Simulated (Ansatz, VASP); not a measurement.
**B2P3 in VASP and in Ansatz**

```
B P
1.0
     2.07414   -2.28032    0.00000
     2.07414    2.28032    0.00000
     0.00000    0.00000    5.96453
B P
2 3
Direct
  0.18974 0.81026 0.00000
  0.81026 0.18974 0.00000
  0.50000 0.50000 0.75692
  0.50000 0.50000 0.24308
  0.00000 0.00000 0.50000
```

Alike in both runs: task single point; functional PBE; k mesh 12 × 12 × 6; occupations gaussian, width 0.1 eV; no spin polarisation.

|  | VASP | Ansatz |
| --- | --- | --- |
| version | VASP 6.6.1 | Ansatz 0.2.0 |
| potentials or method | VASP PAW PBE potentials, release 64 (B, P), cutoff 520 eV | scalar-relativistic, plane waves, PAW |
| valence electrons in the cell | 21 | 21 |

|  | VASP | Ansatz | Ansatz less VASP |
| --- | --- | --- | --- |
| gap on the k mesh at the Fermi level (eV) | none | none | - |
| pressure (GPa) | -0.2 | 0.0 | +0.17 |
| traceless stress, the component that is largest in VASP (GPa) | -0.06 | 0.01 | +0.068 |
| rms of the force components (eV/Å) | 0.004 | 0.000 | -0.0034 |

Atom by atom the forces differ by 0.004 eV/Å (rms over components). A gap of «none» marks a metal or a gap that the smearing closes. With one functional, cell and mesh, what is left measures potentials, basis and numerics.
